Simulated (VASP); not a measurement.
# BaTiO3 (R3m) in VASP: further runs

BaTiO3 is run at these levels: PBE+U; tasks: single point.

Program: VASP 6.6.1. These are calculated values, not measurements. Logs are shortened: lines on timing, memory, paths and dates and some standing lists are left out, and cuts for length are marked.

## (1) The cell of the first run

The typed cell holds 5 atoms: a = 3.930 Å, b = 3.930 Å, c = 3.930 Å, α = 89.83°, β = 89.83°, γ = 89.83°.

## (2) Single point, PBE+U (equal strain along all axes, cell held: -3.0 %, then relaxed in part)

INCAR reads:

```
ALGO = Normal
EDIFF = 1E-6
ENCUT = 520
GGA = PE
ISIF = 2
ISMEAR = 0
LASPH = True
LCHARG = False
LDAU = True
LDAUJ = 0 0 0
LDAUL = -1 2 -1
LDAUPRINT = 1
LDAUTYPE = 2
LDAUU = 0 4 0
LMAXMIX = 4
LREAL = False
LWAVE = False
NBANDS = 28
NELM = 150
PREC = Accurate
SIGMA = 0.02
```

KPOINTS reads:

```
k-points
0
Gamma
  6 6 6
```

POSCAR reads:

```
BaTiO3
1.0
    2.7747091690      1.6019790856      2.2758245485
   -2.7747091690      1.6019790856      2.2758245485
    0.0000000000     -3.2039581713      2.2758245484
Ba Ti O
1 1 3
Direct
   -0.0056757983     -0.0056757983     -0.0056757983
    0.4943990438      0.4943990438      0.4943990438
    0.4941225835      0.9941325876      0.4941225835
    0.4941225835      0.4941225835      0.9941325876
    0.9941325876      0.4941225835      0.4941225835
```

Potentials or basis: VASP PAW PBE potentials, release 64 (Ba_sv, Ti_sv, O).

Launch:

```console
$ cat potpaw_PBE.64/Ba_sv/POTCAR potpaw_PBE.64/Ti_sv/POTCAR potpaw_PBE.64/O/POTCAR > POTCAR
$ mpirun -np 1 vasp_std > vasp.out
```

OUTCAR:

```text
EDIFF = 1E-6
   ENCUT = 520
   GGA = PE
   ISIF = 2
   ISMEAR = 0
   LASPH = True
   LREAL = False
   NELM = 150
   PREC = Accurate

 ion  position               nearest neighbor table
   1  0.994  0.994  0.994-   3 2.77   5 2.77   5 2.77   3 2.77   4 2.77   4 2.77   3 2.78   5 2.78
                             4 2.78   5 2.78   3 2.78   4 2.78   2 3.40   2 3.40   2 3.40   2 3.40
   2  0.494  0.494  0.494-   4 1.96   3 1.96   5 1.96   4 1.97   3 1.97   5 1.97   1 3.40   1 3.40
                             1 3.40   1 3.40   1 3.40   1 3.40   1 3.41   1 3.41
   3  0.494  0.994  0.494-   2 1.96   2 1.97   1 2.77   1 2.77   1 2.78   1 2.78
   4  0.494  0.494  0.994-   2 1.96   2 1.97   1 2.77   1 2.77   1 2.78   1 2.78
   5  0.994  0.494  0.494-   2 1.96   2 1.97   1 2.77   1 2.77   1 2.78   1 2.78

  LATTYP: Found a trigonal (rhomboedric) cell.
 ALAT       =     3.9299777784
 COS(alpha) =     0.0030239057

  Lattice vectors:

 A1 = (   2.7747091690,   1.6019790856,   2.2758245485)
 A2 = (  -2.7747091690,   1.6019790856,   2.2758245485)
 A3 = (   0.0000000000,  -3.2039581713,   2.2758245484)

Analysis of symmetry for initial positions (statically):
=====================================================================
 Subroutine PRICEL returns:
 Original cell was already a primitive cell.

 Routine SETGRP: Setting up the symmetry group for a
 trigonal (rhombohedral) supercell.

 Subroutine GETGRP returns: Found  6 space group operations
 (whereof  6 operations were pure point group operations)
 out of a pool of 12 trial point group operations.

The static configuration has the point symmetry C_3v.

Analysis of symmetry for dynamics (positions and initial velocities):
=====================================================================
 Subroutine PRICEL returns:
 Original cell was already a primitive cell.

 Routine SETGRP: Setting up the symmetry group for a
 trigonal (rhombohedral) supercell.

 Subroutine GETGRP returns: Found  6 space group operations
 (whereof  6 operations were pure point group operations)
 out of a pool of 12 trial point group operations.

The dynamic configuration has the point symmetry C_3v.

 Subroutine INISYM returns: Found  6 space group operations
 (whereof  6 operations are pure point group operations),
 and found     1 'primitive' translations

----------------------------------------------------------------------------------------

                                     Primitive cell

  volume of cell :      60.6966

  direct lattice vectors                    reciprocal lattice vectors
     2.774709169  1.601979086  2.275824549     0.180199066  0.104037979  0.146467061
    -2.774709169  1.601979086  2.275824549    -0.180199066  0.104037979  0.146467061
     0.000000000 -3.203958171  2.275824548     0.000000000 -0.208075958  0.146467061

  length of vectors
     3.929977778  3.929977778  3.929977778     0.254456685  0.254456685  0.254456685

  position of ions in fractional coordinates (direct lattice)
     0.994324202  0.994324202  0.994324202
     0.494399044  0.494399044  0.494399044
     0.494122584  0.994132588  0.494122584
     0.494122584  0.494122584  0.994132588
     0.994132588  0.494122584  0.494122584

  ion indices of the primitive-cell ions
   primitive index   ion index
                 1           1
                 2           2
                 3           3
                 4           4
                 5           5

----------------------------------------------------------------------------------------

 KPOINTS: k-points

Automatic generation of k-mesh.
 Grid dimensions read from file:
 generate k-points for:    6    6    6

 Generating k-lattice:

  Cartesian coordinates                     Fractional coordinates (reciprocal lattice)
     0.030033178  0.017339663  0.024411177     0.166666667 -0.000000000  0.000000000
    -0.030033178  0.017339663  0.024411177    -0.000000000  0.166666667  0.000000000
     0.000000000 -0.034679326  0.024411177     0.000000000  0.000000000  0.166666667

  Length of vectors
     0.042409447  0.042409447  0.042409447

  Shift w.r.t. Gamma in fractional coordinates (k-lattice)
     0.000000000  0.000000000  0.000000000

 Subroutine IBZKPT returns following result:
 ===========================================

 Found     32 irreducible k-points:

 Following reciprocal coordinates:
            Coordinates               Weight
  0.000000  0.000000  0.000000      1.000000
  0.166667  0.000000 -0.000000      6.000000
  0.333333  0.000000 -0.000000      6.000000
  0.500000  0.000000 -0.000000      3.000000
  0.166667  0.166667  0.000000      6.000000
  0.333333  0.166667 -0.000000     12.000000
[... 16 lines left out ...]
  0.500000  0.500000  0.166667      6.000000
 -0.333333  0.500000  0.166667     12.000000
 [... further k-points ...]
   k-points           NKPTS =     32   k-points in BZ     NKDIM =     32   number of bands    NBANDS=     28
   number of dos      NEDOS =    301   number of ions     NIONS =      5
   total plane-waves  NPLWV =  27000
   dimension x,y,z NGX =    30 NGY =   30 NGZ =   30
   dimension x,y,z NGXF=    60 NGYF=   60 NGZF=   60
   ions per type =               1   1   3
   NGX,Y,Z   is equivalent  to a cutoff of  12.69, 12.69, 12.69 a.u.
   NGXF,Y,Z  is equivalent  to a cutoff of  25.38, 25.38, 25.38 a.u.
 SYSTEM =  unknown system
   PREC   = accura    normal or accurate (medium, high low for compatibility)
   ISTART =      0    job   : 0-new  1-cont  2-samecut
   ICHARG =      2    charge: 1-file 2-atom 10-const
   ISPIN  =      1    spin polarized calculation?
   LNONCOLLINEAR =      F non collinear calculations
   LSORBIT =      F    spin-orbit coupling
   LASPH  =      T    aspherical Exc in radial PAW
   ENCUT  =  520.0 eV  38.22 Ry    6.18 a.u.   7.31  7.31  7.31*2*pi/ulx,y,z
   NELM   =    150;   NELMIN=  2; NELMDL= -5     # of ELM steps
   EDIFF  = 0.1E-05   stopping-criterion for ELM
   LREAL  =      F    real-space projection
[... 7 lines left out ...]
   TEBEG  =    0.0;   TEEND  =   0.0 temperature during run
   PSTRESS=    0.0 pullay stress
   NELECT =      40.0000    total number of electrons
   NUPDOWN=      -1.0000    fix difference up-down
   EMIN   =  10.00;   EMAX   =-10.00  energy-range for DOS
   EFERMI =   0.00;   METHOD = LEGACY
   ISMEAR =     0;   SIGMA  =   0.02  broadening in eV -4-tet -1-fermi 0-gaus
   EFERMI_NEDOS =   21; number of points for ismear=-14 and -15
   IALGO  =     38    algorithm
   IMIX   =      4    mixing-type and parameters
     AMIX     =   0.40;   BMIX     =  1.00
     AMIX_MAG =   1.60;   BMIX_MAG =  1.00
  volume/ion in A,a.u.               =      12.14        81.92
  Fermi-wavevector in a.u.,A,eV,Ry     =   1.424645  2.692189 27.614574  2.029614
  Thomas-Fermi vector in A             =   2.545114
   LORBIT       =      0    0 simple, 1 ext, 2 COOP (PROOUT), +10 PAW based schemes
 LDA+U is selected, type is set to LDAUTYPE =  2
   angular momentum for each species LDAUL =    -1    2   -1
   U (eV)           for each species LDAUU =   0.0  4.0  0.0
   J (eV)           for each species LDAUJ =   0.0  0.0  0.0
   GGA     = PE    functional components
   LHFCALC =     F    Hartree Fock is set to
   AEXX    =    0.0000 exact exchange contribution
   IVDW    =     0    specifies the selected vdW correction
   LEPSILON=     F    determine dielectric tensor
   LRPA    =     F    only Hartree local field effects (RPA)
 non-spin polarized calculation
 Gauss-broadening in eV      SIGMA  =   0.02
  energy-cutoff  :      520.00
  volume of cell :       60.70
 maximum number of plane-waves:      1654
 NGX is ok and might be reduce to    30
   NGX = 15   NGY = 15   NGZ = 15

atom =   2  type =  2  l = 2

 onsite density matrix

spin component  1

  0.1540  0.0000 -0.0000  0.0672  0.0000
  0.0000  0.2021  0.0000  0.0000  0.0672
 -0.0000  0.0000  0.1065  0.0000  0.0000
  0.0672  0.0000  0.0000  0.2021  0.0000
  0.0000  0.0672  0.0000  0.0000  0.1540

spin component  2

  0.1540  0.0000 -0.0000  0.0672  0.0000
  0.0000  0.2021  0.0000  0.0000  0.0672
 -0.0000  0.0000  0.1065  0.0000  0.0000
  0.0672  0.0000  0.0000  0.2021  0.0000
  0.0000  0.0672  0.0000  0.0000  0.1540

 occupancies and eigenvectors

  o =  0.1065  v =  0.0000 -0.0000  1.0000  0.0000  0.0000  0.0000  0.0000  0.0000  0.0000  0.0000      0.0000  0.0000  0.0000  0.0000  0.0000  0.0000  0.0000  0.0000  0.0000  0.0000
  o =  0.1065  v =  0.0000  0.0000  0.0000  0.0000  0.0000  0.0000 -0.0000  1.0000  0.0000  0.0000      0.0000  0.0000  0.0000  0.0000  0.0000  0.0000  0.0000  0.0000  0.0000  0.0000
  o =  0.1066  v =  0.0000  0.0000  0.0000  0.0000  0.0000 -0.8177  0.0000 -0.0000  0.5757  0.0000      0.0000  0.0000  0.0000  0.0000  0.0000  0.0000  0.0000  0.0000  0.0000  0.0000
  o =  0.1066  v = -0.8177  0.0000 -0.0000  0.5757  0.0000  0.0000  0.0000  0.0000  0.0000  0.0000      0.0000  0.0000  0.0000  0.0000  0.0000  0.0000  0.0000  0.0000  0.0000  0.0000
  o =  0.1066  v =  0.0000 -0.5757 -0.0000 -0.0000  0.8177  0.0000  0.0000  0.0000  0.0000  0.0000      0.0000  0.0000  0.0000  0.0000  0.0000  0.0000  0.0000  0.0000  0.0000  0.0000
  o =  0.1066  v =  0.0000  0.0000  0.0000  0.0000  0.0000  0.0000 -0.5757 -0.0000 -0.0000  0.8177      0.0000  0.0000  0.0000  0.0000  0.0000  0.0000  0.0000  0.0000  0.0000  0.0000
  o =  0.2495  v =  0.0000  0.8177  0.0000  0.0000  0.5757  0.0000  0.0000  0.0000  0.0000  0.0000      0.0000  0.0000  0.0000  0.0000  0.0000  0.0000  0.0000  0.0000  0.0000  0.0000
  o =  0.2495  v =  0.0000  0.0000  0.0000  0.0000  0.0000  0.0000  0.8177  0.0000  0.0000  0.5757      0.0000  0.0000  0.0000  0.0000  0.0000  0.0000  0.0000  0.0000  0.0000  0.0000
  o =  0.2495  v = -0.5757  0.0000  0.0000 -0.8177 -0.0000  0.0000  0.0000  0.0000  0.0000  0.0000      0.0000  0.0000  0.0000  0.0000  0.0000  0.0000  0.0000  0.0000  0.0000  0.0000
  o =  0.2495  v =  0.0000  0.0000  0.0000  0.0000  0.0000 -0.5757  0.0000  0.0000 -0.8177 -0.0000      0.0000  0.0000  0.0000  0.0000  0.0000  0.0000  0.0000  0.0000  0.0000  0.0000

 number of electron      39.9999999 magnetization

 Free energy of the ion-electron system (eV)
  ---------------------------------------------------
  ext. energy  EPLUGINS =         0.00000000
  ---------------------------------------------------
  free energy    TOTEN  =       -37.01679018 eV

  energy without entropy =      -37.01679018  energy(sigma->0) =      -37.01679018

 E-fermi :   4.4968     XC(G=0): -11.5584

 val. band max:        4.4104705939   @ k =   0.5000   0.5000   0.5000
 cond. band min:       6.7417550680   @ k =   0.0000   0.0000   0.0000
 fundamental gap:      2.3312844741
 Fermi energy:         4.4968338091

 k-point     1 :       0.0000    0.0000    0.0000
  band No.  band energies     occupation
      1     -53.0526      2.00000
      2     -29.2476      2.00000
      3     -29.2476      2.00000
      4     -29.2434      2.00000
      5     -20.2981      2.00000
      6     -12.6678      2.00000
[... 20 lines left out ...]
     27       9.4930      0.00000
     28      12.3424      0.00000

 k-point     2 :       0.1667    0.0000   -0.0000
  band No.  band energies     occupation
      1     -53.0523      2.00000
      2     -29.2614      2.00000
      3     -29.2470      2.00000
      4     -29.2439      2.00000
      5     -20.2586      2.00000
      6     -12.7071      2.00000
[... 20 lines left out ...]
     27      10.0717      0.00000
     28      13.0184      0.00000

 k-point     3 :       0.3333    0.0000   -0.0000
  band No.  band energies     occupation
      1     -53.0516      2.00000
      2     -29.2911      2.00000
      3     -29.2458      2.00000
      4     -29.2429      2.00000
      5     -20.1774      2.00000
      6     -12.8841      2.00000
[... 20 lines left out ...]
     27      11.4316      0.00000
     28      12.9130      0.00000

 k-point     4 :       0.5000    0.0000   -0.0000
  band No.  band energies     occupation
      1     -53.0513      2.00000
      2     -29.3059      2.00000
      3     -29.2452      2.00000
      4     -29.2423      2.00000
      5     -20.1355      2.00000
      6     -12.9954      2.00000
[... 578 lines left out ...]
     27      12.1401      0.00000
     28      13.2550      0.00000

 k-point    23 :       0.5000    0.5000    0.1667
  band No.  band energies     occupation
      1     -53.0497      2.00000
      2     -29.3022      2.00000
      3     -29.2998      2.00000
      4     -29.2558      2.00000
      5     -20.0137      2.00000
      6     -12.1763      2.00000
[... 20 lines left out ...]
     27      13.2631      0.00000
     28      13.5906      0.00000

 k-point    24 :      -0.3333    0.5000    0.1667
  band No.  band energies     occupation
      1     -53.0500      2.00000
      2     -29.3021      2.00000
      3     -29.2866      2.00000
      4     -29.2564      2.00000
      5     -20.0384      2.00000
      6     -12.3876      2.00000
[... 20 lines left out ...]
     27      12.8759      0.00000
     28      13.3396      0.00000

 [... further k-points ...]
[... 5 lines left out ...]
  --------------------------------------------------------------------------------------
  -------------------------------------------------------------------------------------
  Total        7.2680186      7.2680186      6.7857938      0.0000000      0.0000000      0.0000000
  in kB      191.8502066    191.8502066    179.1211638      0.0000000      0.0000000      0.0000000
  external PRESSURE =     187.6071923 kB  Pullay stress =       0.0000000 kB

 VOLUME and BASIS-vectors are now :
 -----------------------------------------------------------------------------
  energy-cutoff  :      520.00
  volume of cell :       60.70
      direct lattice vectors                 reciprocal lattice vectors
     2.774709169  1.601979086  2.275824549     0.180199066  0.104037979  0.146467061
    -2.774709169  1.601979086  2.275824549    -0.180199066  0.104037979  0.146467061
     0.000000000 -3.203958171  2.275824548     0.000000000 -0.208075958  0.146467061

 POSITION                                       TOTAL-FORCE (eV/Angst)
 -----------------------------------------------------------------------------------
      0.00000     -0.00000      6.78872         0.000000      0.000000     -0.003428
      0.00000     -0.00000      3.37550         0.000000      0.000000     -0.010116
     -1.38738      0.80101      4.51154        -0.001800      0.001039      0.004515
      0.00000     -1.60201      4.51154         0.000000     -0.002079      0.004515
      1.38738      0.80101      4.51154         0.001800      0.001039      0.004515
 -----------------------------------------------------------------------------------
    total drift:                                0.000000      0.000006     -0.000862

  FREE ENERGIE OF THE ION-ELECTRON SYSTEM (eV)
  ---------------------------------------------------
  free  energy   TOTEN  =       -37.0167901844 eV

  energy  without entropy=      -37.0167901844  energy(sigma->0) =      -37.01679018
```

Run time: 24 s. Hardware: 1 thread of Intel Xeon 6975P-C (Granite Rapids), shared host; peak memory 0.2 GiB.

Results:

```yaml
Free_energy: -37.0168 eV
Pressure: 18.8 GPa
Largest_force: 0.010 eV/Å
Band_gap_on_the_k_mesh: 2.33 eV, indirect (least direct gap 2.46 eV)
```

Forces on the atoms (eV/Å):
```
Ba   0.000  0.000 -0.003
Ti   0.000  0.000 -0.010
O   -0.002  0.001  0.005
O    0.000 -0.002  0.005
O    0.002  0.001  0.005
```

Eigenvalues of the final occupation matrices:
| site | spin | trace | eigenvalues |
| --- | --- | --- | --- |
| site 2 d | 1 | 0.82 | 0.11 0.11 0.11 0.25 0.25 |
| site 2 d | 2 | 0.82 | 0.11 0.11 0.11 0.25 0.25 |

Caveat: the cell differs from its parent crystal (equal strain along all axes, cell held: -3.0 %, then relaxed in part); spin-orbit coupling is left out, which moves the levels of the heavy elements.

## (3) Single point, PBE+U

INCAR: that of step 2 with these lines changed.

```diff
@@ -5,3 +5,3 @@
 ISIF = 2
-ISMEAR = 0
+ISMEAR = -5
 LASPH = True
```

KPOINTS is that of step 2.

POSCAR is that of step 2.

Potentials or basis: VASP PAW PBE potentials, release 64 (Ba_sv, Ti_sv, O).

Launch:

```console
$ cat potpaw_PBE.64/Ba_sv/POTCAR potpaw_PBE.64/Ti_sv/POTCAR potpaw_PBE.64/O/POTCAR > POTCAR
$ mpirun -np 1 vasp_std > vasp.out
```

Run time: 24 s. Hardware: 1 thread of Intel Xeon 6975P-C (Granite Rapids), shared host; peak memory 0.2 GiB.

Results (log left out):

| Quantity | Value |
| --- | --- |
| Free energy | -37.0168 eV |
| Pressure | 18.8 GPa |
| Largest force | 0.010 eV/Å |
| Band gap on the k mesh | 2.33 eV, indirect (least direct gap 2.46 eV) |

Forces in eV/Å, atoms in the order of the input:
```
Ba   0.000  0.000 -0.003
Ti   0.000  0.000 -0.010
O   -0.002  0.001  0.005
O    0.000 -0.002  0.005
O    0.002  0.001  0.005
```

Stress tensor (GPa, compression positive):
```
19.19  0.00  0.00
 0.00 19.19  0.00
 0.00  0.00 17.91
```

Levels at points of the mesh, in eV from the valence-band top:
```tsv
k point	band 17	band 18	band 19	band 20	band 21	band 22	band 23	band 24
(0.00, 0.00, 0.00)	-1.19	-0.16	-0.13	-0.13	2.33	2.33	2.35	4.30
(0.50, 0.00, 0.00)	-1.81	-1.79	-0.80	-0.77	2.56	4.22	4.22	4.32
(0.50, 0.50, 0.00)	-1.86	-0.86	-0.85	-0.10	4.23	4.24	4.68	5.20
(0.50, 0.50, 0.50)	-2.26	-0.01	0.00	0.00	4.97	4.97	4.98	6.89
```

Eigenvalues of the final occupation matrices:
```tsv
site	spin	trace	eigenvalues
site 2 d	1	0.82	0.11 0.11 0.11 0.25 0.25
site 2 d	2	0.82	0.11 0.11 0.11 0.25 0.25
```

Caveat: spin-orbit coupling is left out, which moves the levels of the heavy elements.

## (4) Single point, PBE+U

INCAR reads:

```
SYSTEM = BaTiO3
PREC = Accurate ; ENCUT = 520
EDIFF = 1E-6 ; ISMEAR = 0
SIGMA = 0.02 ; LREAL = .False.
LASPH = .True. ; NELM = 150
ALGO = Normal ; ISIF = 2
LWAVE = .False. ; LCHARG = .True.
LMAXMIX = 4 ; LDAU = .True.
LDAUTYPE = 2 ; LDAUL = -1 2 -1
LDAUU = 0 4 0 ; LDAUJ = 0 0 0
LDAUPRINT = 1 ; GGA = PE
LELF = .True. ; LVHAR = .True.
NBANDS = 28
```

KPOINTS reads:

```
regular mesh
0
Gamma
  6 6 6
  0 0 0
```

POSCAR is that of step 3.

Launch:

```console
$ cat potpaw_PBE.64/Ba_sv/POTCAR potpaw_PBE.64/Ti_sv/POTCAR potpaw_PBE.64/O/POTCAR > POTCAR
$ mpirun -np 1 vasp_std > vasp.out
```

It took 27 s on 1 thread of Intel Xeon 6975P-C (Granite Rapids), shared host; peak memory 0.2 GiB.

Results (log left out):

```
Free energy            : -37.0168 eV
Pressure               : 18.8 GPa
Largest force          : 0.010 eV/Å
Band gap on the k mesh : 2.33 eV, indirect (least direct gap 2.46 eV)
```

Forces on the atoms (eV/Å):
```
Ba   0.000  0.000 -0.003
Ti   0.000  0.000 -0.010
O   -0.002  0.001  0.005
O    0.000 -0.002  0.005
O    0.002  0.001  0.005
```

Stress tensor (GPa, compression positive):
```
19.19  0.00  0.00
 0.00 19.19  0.00
 0.00  0.00 17.91
```

Levels at points of the mesh, in eV from the valence-band top:
| k point | band 18 | band 19 | band 20 | band 21 | band 22 | band 23 |
| --- | --- | --- | --- | --- | --- | --- |
| (0.00, 0.00, 0.00) | -0.16 | -0.13 | -0.13 | 2.33 | 2.33 | 2.35 |
| (0.50, 0.00, 0.00) | -1.79 | -0.80 | -0.77 | 2.56 | 4.22 | 4.22 |
| (0.50, 0.50, 0.00) | -0.86 | -0.85 | -0.10 | 4.23 | 4.24 | 4.68 |
| (0.50, 0.50, 0.50) | -0.01 | 0.00 | 0.00 | 4.97 | 4.97 | 4.98 |

Eigenvalues of the final occupation matrices:
```tsv
site	spin	trace	eigenvalues
site 2 d	1	0.82	0.11 0.11 0.11 0.25 0.25
site 2 d	2	0.82	0.11 0.11 0.11 0.25 0.25
```

Caveat: spin-orbit coupling is left out, which moves the levels of the heavy elements.

(Part 1 of 2 ends here.)
